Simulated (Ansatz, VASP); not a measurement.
MnSb4 in VASP and in Ansatz

```
CELL_PARAMETERS angstrom
3.08050 0.00000 0.00000
0.00000 3.08050 0.00000
0.00000 0.00000 14.99420
ATOMIC_POSITIONS crystal
Sb 0.00000 0.00000 0.81968
Sb 0.00000 0.00000 0.60055
Sb 0.00000 0.00000 0.39945
Sb 0.00000 0.00000 0.18032
Mn 0.00000 0.00000 0.00000
```

Alike in both runs: task single point; functional PBE; k mesh 7 × 7 × 2; occupations fermi-dirac, width 0.05 eV; collinear spin; fixed moment 3 μB.

|  | VASP | Ansatz |
| --- | --- | --- |
| version | VASP 6.6.1 | Ansatz 0.2.0 |
| potentials or method | VASP PAW PBE potentials, release 64 (Sb, Mn_pv) | Ansatz PAW |
| plane-wave cutoff (eV) | 520 | 420 |
| valence electrons in the cell | 33 | 75 |

```tsv
	VASP	Ansatz	Ansatz less VASP
pressure (GPa)	-0.8	-0.8	+0.01
traceless stress, the component that is largest in VASP (GPa)	-0.99	-0.99	-0.006
rms of the force components (eV/Å)	0.073	0.077	+0.0038
net moment per atom (μB)	0.60	0.60	0.000
size of the moment on the site where the two differ most (μB)	0.06	0.07	+0.015
```

Site moments also hang on the region over which each program counts them. Atom by atom the forces differ by 0.004 eV/Å (rms over components). With one functional, cell and mesh, what is left measures potentials, basis and numerics. VASP's potentials hold 33 valence electrons a cell and Ansatz's 75, so a difference there can come from the potentials and not from the codes.

Neither program's run includes spin-orbit coupling.
